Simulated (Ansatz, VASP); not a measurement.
**ZnSe in VASP and in Ansatz**

```xyz
4
Lattice="4.0538 0.0000 0.0000 0.0000 5.7329 0.0000 0.0000 0.0000 4.0538" Properties=species:S:1:pos:R:3 pbc="T T T"
Zn    0.0000    0.0000    0.0000
Zn    2.0269    2.8665    2.0269
Se    2.0269    1.4332    0.0000
Se    0.0000    4.2997    2.0269
```

Alike in both runs: task single point; functional PBE; k mesh 8 × 6 × 8; occupations gaussian, width 0.02 eV; no spin polarisation.

|  | VASP | Ansatz |
| --- | --- | --- |
| version | VASP 6.6.1 | Ansatz 0.2.0 |
| potentials or method | VASP PAW PBE potentials, release 64 (Zn, Se), cutoff 500 eV | scalar-relativistic, plane waves, PAW |
| valence electrons in the cell | 36 | 56 |

Ansatz gave:

- gap on the k mesh at the Fermi level (eV): 1.15
- least direct gap on the mesh (eV): 1.15
- pressure (GPa): 0.0

Q: Which values does VASP return?

A: gap on the k mesh at the Fermi level (eV): 1.15; least direct gap on the mesh (eV): 1.15; pressure (GPa): 0.2.

VASP's potentials hold 36 valence electrons a cell and Ansatz's 56, so a difference there can come from the potentials and not from the codes.
